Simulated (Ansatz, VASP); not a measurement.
Two plane-wave programs on NbSi

```xyz
2
Lattice="0.0000 2.5564 2.5564 2.5564 0.0000 2.5564 2.5564 2.5564 0.0000" Properties=species:S:1:pos:R:3 pbc="T T T"
Nb    0.0000    0.0000    0.0000
Si    2.5564    2.5564    2.5564
```

Change from the starting cell: volume scaled by 0.98, PAW files.

Alike in both runs: task electric field gradients; functional PBE; k mesh 14 × 14 × 14; occupations fermi-dirac, width 0.05 eV; no spin polarisation.

```csv
,VASP,Ansatz
version,VASP 6.6.1,Ansatz 0.2.0
potentials or method,"VASP PAW PBE potentials, release 64 (Nb_sv, Si)","PAW with Ansatz's default frozen-core files, scalar-relativistic"
plane-wave cutoff (eV),520,420
valence electrons in the cell,17,17
```

Ansatz gave:

```
pressure (GPa) : 3.2
```

Task: What did VASP give for the same quantities?

Result: Pressure (GPa): 3.0.
